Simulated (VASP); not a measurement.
A run of VASP 6.6.1 is set up as follows.

The input INCAR:

```
PREC     = Accurate       # precision mode
ENCUT    = 600            # plane-wave cutoff, eV
EDIFF    = 1E-6           # SCF threshold, eV
ISMEAR   = -1             # smearing method
SIGMA    = 0.05           # smearing width, eV
LREAL    = False          # projectors in reciprocal space
LASPH    = True           # aspherical terms in the spheres
NELM     = 100            # most SCF steps
ALGO     = Fast           # electronic algorithm
ISIF     = 3              # what is computed and relaxed
LWAVE    = False          # write WAVECAR
LCHARG   = False          # write CHGCAR
GGA      = PS             # functional
IBRION   = 2              # ionic algorithm
NSW      = 60             # ionic steps
EDIFFG   = -0.01          # ionic threshold
PSTRESS  = 300.0
```

KPOINTS

```
Automatic mesh
0
Gamma
  7 7 6
```

File POSCAR:

```
Ga
1.0
    2.2615000000     -3.8305000000      0.0000000000
    2.2615000000      3.8305000000      0.0000000000
    0.0000000000      0.0000000000      4.5240000000
Ga
4
Direct
    0.3451000000      0.6549000000      0.4190000000
    0.1549000000      0.8451000000      0.9190000000
    0.6549000000      0.3451000000      0.5810000000
    0.8451000000      0.1549000000      0.0810000000
```

Potentials or basis: VASP PAW PBE potentials, release 64 (Ga_d).

Command:

```bash
$ cat potpaw_PBE.64/Ga_d/POTCAR > POTCAR
$ mpirun -np 1 vasp_std > vasp.out
```

Problem. Predict the relaxed volume.

Solution. 14.72 Å³/atom.

Problem. Predict the relaxed cell.

Solution. a = 4.067 Å, b = 4.067 Å, c = 4.120 Å, α = 90.00°, β = 90.00°, γ = 120.25°.

Problem. What does it give for the band gap on the k mesh?

Solution. Zero (band 26 reaches 8.26 eV, above the bottom of band 27 at 7.20 eV).

Step by step:
```csv
step,energy change (eV),largest force (eV/Å),pressure (GPa),volume (Å³)
1,0.0000,0.1196,-1.59,78.38
2,331.4566,2.5191,316.92,42.21
3,6.5970,0.3083,13.25,71.17
4,0.5973,0.0913,10.24,68.16
5,2.4050,0.1532,48.92,54.15
6,1.0615,0.1275,28.68,59.93
7,1.1374,0.1273,28.31,59.49
8,1.6908,0.1341,37.59,56.78
9,1.2340,0.1290,30.05,58.96
10,1.2379,0.2532,29.98,58.90
11,1.2335,0.1686,29.97,58.92
12,1.2370,0.0264,29.97,58.88
13,1.2382,0.0118,30.17,58.88
14,1.2380,0.0116,30.01,58.88
15,1.2368,0.0055,29.88,58.88
16,1.2365,0.0057,29.98,58.88
17,1.2361,0.0042,29.85,58.89
18,1.2351,0.0013,30.05,58.89
19,1.2333,0.0025,29.80,58.90
20,1.2341,0.0015,30.09,58.90
21,1.2342,0.0016,29.96,58.90
22,1.2344,0.0013,29.96,58.90
23,1.2348,0.0010,30.01,58.89
24,1.2357,0.0011,29.96,58.89
25,1.2375,0.0024,30.04,58.88
26,1.2381,0.0011,30.10,58.88
27,1.2380,0.0013,30.00,58.88
```

Caveat: the cell is relaxed towards a set pressure, so the enthalpy falls and the energy may rise; the volume moved by over 15 % at a fixed basis, so the end points are rough; the PAW data sets were made with another functional, which shifts forces and pressure a little.
